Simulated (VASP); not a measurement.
Crystal: Os.

```
Os
1.0
    -1.52842    1.52842    1.52842
     1.52842   -1.52842    1.52842
     1.52842    1.52842   -1.52842
Os
1
Direct
  0.00000 0.00000 0.00000
```

This isn't the form of Os at room conditions, which is hcp.

| Item | Value |
| --- | --- |
| Program | VASP 6.6.1 |
| Task | relaxation of cell and atoms |
| Functional | PBE |
| Potentials or basis | VASP PAW PBE potentials, release 64 (Os) |
| Cutoff | 600 eV |
| k mesh | 17 × 17 × 17 |
| Occupations | fermi-dirac, width 0.1 eV |
| Spin | no spin polarisation |

At the start: pressure 13.8 GPa; volume 14.28 Å³/atom.

Q: How do energy, volume and symmetry change on relaxing?

A: Over 4 steps the energy falls by 21.3 meV/atom and the volume is 14.80 Å³/atom (+3.6 %); space group Im-3m (No. 229, to 0.1 Å) before and after.

Step by step:
```csv
step,energy change (eV),largest force (eV/Å),pressure (GPa),volume (Å³)
1,0.0000,0.0000,13.77,14.28
2,0.2501,0.0000,-34.77,16.97
3,-0.0212,0.0000,-0.80,14.83
4,-0.0213,0.0000,-0.05,14.80
```

Final structure:
```
CELL_PARAMETERS angstrom
-1.54660 1.54660 1.54660
1.54660 -1.54660 1.54660
1.54660 1.54660 -1.54660
ATOMIC_POSITIONS crystal
Os 0.00000 0.00000 0.00000
```
